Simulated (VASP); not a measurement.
Here is a VASP 6.6.1 calculation.

INCAR

```
PREC = Accurate ; ENCUT = 520
EDIFF = 1E-7 ; ISMEAR = 0
SIGMA = 0.05 ; LREAL = False
LASPH = True ; NELM = 60
ALGO = Normal ; ISIF = 2
LWAVE = False ; LCHARG = False
GGA = PE ; IVDW = 12
NBANDS = 28
```

File KPOINTS:

```
Automatic mesh
0
Gamma
  8 8 8
```

Contents of POSCAR:

```
SnSe
1.0
    2.1550000000     -5.8525000000      0.0000000000
    2.1550000000      5.8525000000      0.0000000000
    0.0000000000      0.0000000000      4.3180000000
Sn Se
2 2
Direct
    0.8800000000      0.1200000000      0.2500000000
    0.1200000000      0.8800000000      0.7500000000
    0.6440000000      0.3560000000      0.2500000000
    0.3560000000      0.6440000000      0.7500000000
```

Potentials or basis: VASP PAW PBE potentials, release 64 (Sn_d, Se).

Run with:

```sh
$ cat potpaw_PBE.64/Sn_d/POTCAR potpaw_PBE.64/Se/POTCAR > POTCAR
$ mpirun -np 1 vasp_std > vasp.out
```

Task: Predict the pressure.

Result: -2.6 GPa.

Task: Estimate the band gap on the k mesh.

Result: 0.42 eV (least direct gap 0.75 eV).

Task: What does it give for the largest force?

Result: 0.255 eV/Å.

Task: What does it give for the dispersion energy per atom?

Result: -0.355 eV.

Stress tensor (GPa, compression positive):
```
-2.97  0.00  0.00
 0.00 -1.96  0.00
 0.00  0.00 -2.96
```

Caveat: semilocal functionals underestimate gaps, and a narrow one can read as zero; spin-orbit coupling is left out, which moves the levels of the heavy elements. A k mesh can miss the band edges.
